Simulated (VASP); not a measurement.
Wanted: the native input for a VASP 6.6.1 run.

| Property | Result |
| --- | --- |
| Task | single point |
| Functional | PBE |
| Potentials or basis | VASP PAW PBE potentials, release 64 (Si, O) |
| Cutoff | 520 eV |
| k mesh | 5 × 5 × 5 |
| Occupations | fermi-dirac, width 0.05 eV |
| Spin | no spin polarisation |
| Dipole correction | no |
| Further INCAR settings | ALGO = Normal; EDIFF = 1e-07; NBANDS = 12 |

The structure of SiO lies in POSCAR:

```
SiO
1.0
    0.0000000000      2.4336400000      2.4336400000
    2.4336400000      0.0000000000      2.4336400000
    2.4336400000      2.4336400000      0.0000000000
Si O
1 1
Direct
    0.7500000000      0.7500000000      0.7500000000
    0.0000000000      0.0000000000      0.0000000000
```

These files were run (other wordings do the same):

INCAR

```
ALGO = Normal
EDIFF = 1E-7
ENCUT = 520
GGA = PE
ISIF = 2
ISMEAR = -1
LASPH = True
LCHARG = False
LREAL = False
LWAVE = False
NBANDS = 12
NELM = 100
PREC = Accurate
SIGMA = 0.05
```

KPOINTS

```
k-points
0
Gamma
  5 5 5
```

Potentials or basis: VASP PAW PBE potentials, release 64 (Si, O).

The run is started by

```console
$ cat potpaw_PBE.64/Si/POTCAR potpaw_PBE.64/O/POTCAR > POTCAR
$ mpirun -np 1 vasp_std > vasp.out
```

Results of the run:

* Pressure: 0.7 GPa

Caveat: the k points lie up to 0.45 Å⁻¹ apart.

Run time: 6.7 s on 1 thread of Intel Xeon 8259CL, with other jobs on the host, peak memory 0.14 GiB.
